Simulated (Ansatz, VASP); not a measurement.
# LiNbO3 in VASP and in Ansatz

POSCAR

```
LiNbO3
1.0
    2.5947962786      1.4981063299      4.6721918219
   -2.5947962786      1.4981063299      4.6721918219
    0.0000000000     -2.9962126598      4.6721918219
Li Nb O
2 2 6
Direct
    0.2815794056      0.2815794056      0.2815794056
    0.7815794056      0.7815794056      0.7815794056
    0.0003835626      0.0003835626      0.0003835626
    0.5003835626      0.5003835626      0.5003835626
    0.1104449530      0.3580283577      0.7212337410
    0.7212337410      0.1104449530      0.3580283577
    0.3580283577      0.7212337410      0.1104449530
    0.2212337410      0.8580283577      0.6104449530
    0.8580283577      0.6104449530      0.2212337410
    0.6104449530      0.2212337410      0.8580283577
```

File INCAR.step1:

```
PREC = Accurate
ENCUT = 520
ISMEAR = 0
SIGMA = 0.02
LREAL = False
LASPH = True
NELM = 80
NBANDS = 45
GGA = PE
ALGO = Normal
EDIFF = 1E-4
LWAVE = True
LCHARG = False
```

INCAR.step2

```
PREC = Accurate
ENCUT = 520
EDIFF = 1E-7
ISMEAR = 0
SIGMA = 0.02
LREAL = False
LASPH = True
NELM = 80
ALGO = Normal
ISIF = 2
LWAVE = False
LCHARG = False
METAGGA = R2SCAN
LMIXTAU = True
NBANDS = 45
ISTART = 1
```

The input KPOINTS:

```
Automatic mesh
0
Gamma
  6 6 6
```

Input for Ansatz:

```yaml
crystal:
  lattice:
    - [2.5947962786, 1.4981063299, 4.6721918219]
    - [-2.5947962786, 1.4981063299, 4.6721918219]
    - [0.0, -2.9962126598, 4.6721918219]
  atoms:
    - { symbol: Li, position: [0.2815794056, 0.2815794056, 0.2815794056] }
    - { symbol: Li, position: [0.7815794056, 0.7815794056, 0.7815794056] }
    - { symbol: Nb, position: [0.0003835626, 0.0003835626, 0.0003835626] }
    - { symbol: Nb, position: [0.5003835626, 0.5003835626, 0.5003835626] }
    - { symbol: O, position: [0.110444953, 0.3580283577, 0.721233741] }
    - { symbol: O, position: [0.721233741, 0.110444953, 0.3580283577] }
    - { symbol: O, position: [0.3580283577, 0.721233741, 0.110444953] }
    - { symbol: O, position: [0.221233741, 0.8580283577, 0.610444953] }
    - { symbol: O, position: [0.8580283577, 0.610444953, 0.221233741] }
    - { symbol: O, position: [0.610444953, 0.221233741, 0.8580283577] }
basis:
  ecutwfc: 500
kpoints:
  mp_grid: { grid: [6, 6, 6] }
  band_path:
    path:
      - [[0.0, 0.0, 0.0], [-0.5, -0.5, -0.5], [-0.5, -0.23520802, -0.76479198]]
      - [[-0.23520802, 0.23520802, -0.5], [0.0, 0.0, -0.5], [0.0, 0.0, 0.0], [0.0, 0.36760401, -0.36760401]]
      - [[-0.36760401, 0.0, -0.63239599], [-0.5, 0.0, -0.5], [0.0, 0.0, 0.0]]
    npoints: 14
hamiltonian:
  xc: r2scan
scf:
  occupations: { method: gaussian, width: 0.02 }
  n_extra_bands: 25
output:
  forces: true
  stress: true
  eigenvalues: true
  populations: true
  dos: { projected: true, de: 0.02, nscf_kmesh: { grid: [9, 9, 9] } }
  bader: true
  write_density: true
  write_potential: true
  elf: true
  volumetric_format: npy
```

Alike in both runs: task single point; functional r2SCAN; k mesh 6 × 6 × 6; occupations gaussian, width 0.02 eV; no spin polarisation.

```csv
,VASP,Ansatz
version,VASP 6.6.1,Ansatz 0.2.0
potentials or method,"VASP PAW PBE potentials, release 64 (Li_sv, Nb_sv, O), cutoff 520 eV","scalar-relativistic, plane waves, PAW"
valence electrons in the cell,68,68
```

|  | VASP | Ansatz | Ansatz less VASP |
| --- | --- | --- | --- |
| gap on the k mesh at the Fermi level (eV) | 3.97 | 3.98 | +0.012 |
| least direct gap on the mesh (eV) | 3.98 | 3.99 | +0.010 |
| rms of the force components (eV/Å) | 0.050 | 0.060 | +0.0104 |

VASP's potentials were made for PBE, not for r2SCAN. Atom by atom the forces differ by 0.017 eV/Å (rms over components).

Noted on VASP's run: the cutoff is short for stress, so the pressure is rough.
